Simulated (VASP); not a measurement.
Input of a VASP 6.6.1 run:

File INCAR:

```
ALGO     = Normal         # electronic algorithm
EDIFF    = 1E-7           # SCF threshold, eV
EDIFFG   = -0.01          # ionic threshold
ENCUT    = 600            # plane-wave cutoff, eV
GGA      = PE             # functional
IBRION   = 2              # ionic algorithm
ISIF     = 3              # what is computed and relaxed
ISMEAR   = 0              # smearing method
LASPH    = T              # aspherical terms in the spheres
LCHARG   = F              # write CHGCAR
LREAL    = F              # projectors in reciprocal space
LWAVE    = F              # write WAVECAR
NELM     = 100            # most SCF steps
NSW      = 100            # ionic steps
PREC     = Accurate       # precision mode
SIGMA    = 0.1            # smearing width, eV
```

File KPOINTS:

```
k-points
0
Gamma
  8 8 10
```

POSCAR

```
Al3O2
1.0
    4.7910060130      0.0000000000      0.0000000000
    0.0000000000      4.7910060130      0.0000000000
    0.0000000000      0.0000000000      3.7339348102
Al O
3 2
Direct
    0.0000000000      0.5000000000      0.0000000000
    0.5000000000      0.0000000000      0.0000000000
    0.0000000000      0.0000000000      0.0000000000
    0.5000000000      0.5000000000      0.5000000000
    0.5000000000      0.5000000000      0.0000000000
```

Potentials or basis: VASP PAW PBE potentials, release 64 (Al, O).

Command:

```sh
$ cat potpaw_PBE.64/Al/POTCAR potpaw_PBE.64/O/POTCAR > POTCAR
$ mpirun -np 1 vasp_std > vasp.out
```

Task: Predict the space group after relaxing (to 0.05 Å).

Result: P4/mmm (No. 123).

Task: Estimate the relaxed cell.

Result: a = 4.796 Å, b = 4.796 Å, c = 3.666 Å, α = 90.00°, β = 90.00°, γ = 90.00°.

Step by step:
```
step  energy change (eV)  largest force (eV/Å)  pressure (GPa)  volume (Å³)
   1              0.0000                0.0000           -0.60        85.71
   2             -0.0124                0.0000           -0.35        84.91
   3             -0.0129                0.0000           -0.28        84.73
   4             -0.0129                0.0000           -0.27        84.71
   5             -0.0132                0.0000            0.08        84.31
```

Caveat: an odd number of electrons without spin polarisation forces a metal; a magnetic or distorted state may lie lower.
